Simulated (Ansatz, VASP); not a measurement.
**One calculation of MnO, two programs**

```
Mn O
1.0
     0.00000    2.21457    2.21457
     2.21457    0.00000    2.21457
     2.21457    2.21457    0.00000
Mn O
1 1
Cartesian
  0.0000 0.0000 0.0000
  2.2146 2.2146 2.2146
```

Change from the starting cell: volume scaled by 0.99, crystal datasets.

Alike in both runs: task electric field gradients; functional PBE; k mesh 16 × 16 × 16; occupations fermi-dirac, width 0.05 eV; collinear spin.

```csv
,VASP,Ansatz
version,VASP 6.6.1,Ansatz 0.2.0
potentials or method,"VASP PAW PBE potentials, release 64 (Mn_pv, O), cutoff 520 eV","all-electron PAW with datasets made for the crystal, scalar-relativistic"
```

VASP gave:

```
pressure (GPa)                                                : 1.2
net moment per atom (μB)                                      : 2.37
size of the moment on the site where the two differ most (μB) : 4.30
```

Q: Which values does Ansatz return?

A: Pressure (GPa): 0.9; net moment per atom (μB): 2.37; size of the moment on the site where the two differ most (μB): 4.02.

Site moments also hang on the region over which each program counts them. Ansatz ran all-electron here, and VASP with PAW potentials.
